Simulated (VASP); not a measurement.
Write the native input for VASP 6.6.1 that does the following.

```yaml
Task: relaxation of cell and atoms
Functional: PBE
Potentials_or_basis: VASP PAW PBE potentials, release 64 (Rb_sv, Sb, S)
Cutoff: 600 eV
k_mesh: 8 × 8 × 8
Occupations: gaussian, width 0.1 eV
Spin: no spin polarisation
Dipole_correction: no
Further_INCAR_settings: ALGO = Normal; EDIFF = 1e-07; IBRION = 2; EDIFFG = -0.01; NSW = 100; ISIF = 3
```

The structure of RbSbS3 lies in POSCAR:

```
RbSbS3
1.0
    5.2479216000      0.0000000000      0.0000000000
    0.0000000000      5.2479216000      0.0000000000
    0.0000000000      0.0000000000      5.2479216000
Rb Sb S
1 1 3
Direct
    0.5000000000      0.5000000000      0.5000000000
    0.0000000000      0.0000000000      0.0000000000
    0.5000000000      0.0000000000      0.5000000000
    0.0000000000      0.5000000000      0.5000000000
    0.5000000000      0.5000000000      0.0000000000
```

The cell was built from a structure type or drawn by symmetry, and may not be a known phase.

These files were run (other wordings do the same):

INCAR

```
ALGO = Normal ; EDIFF = 1E-7
EDIFFG = -0.01 ; ENCUT = 600
GGA = PE ; IBRION = 2
ISIF = 3 ; ISMEAR = 0
LASPH = True ; LCHARG = False
LREAL = False ; LWAVE = False
NELM = 60 ; NSW = 100
PREC = Accurate ; SIGMA = 0.1
```

KPOINTS

```
k-points
0
Gamma
  8 8 8
```

Potentials or basis: VASP PAW PBE potentials, release 64 (Rb_sv, Sb, S).

Command:

```console
$ cat potpaw_PBE.64/Rb_sv/POTCAR potpaw_PBE.64/Sb/POTCAR potpaw_PBE.64/S/POTCAR > POTCAR
$ mpirun -np 1 vasp_std > vasp.out
```

Results of the run:

```
Relaxed volume                        : 30.77 Å³/atom
Relaxed cell                          : a = 5.359 Å, b = 5.359 Å, c = 5.359 Å, α = 90.00°, β = 90.00°, γ = 90.00°
Space group after relaxing (to 0.1 Å) : Pm-3m (No. 221)
Energy gained by relaxing             : 7.2 meV/atom
Ionic steps                           : 3
Pressure after relaxing               : 0.0 GPa
Band gap on the k mesh                : zero (bands 16 and 17 overlap by 0.85 eV)
```

Caveat: spin-orbit coupling is left out, which moves the levels of the heavy elements.

It took 4.6 min on 1 thread of Intel(R) Xeon(R) Platinum 8488C (Sapphire Rapids) (shared host), peak memory 0.35 GiB.
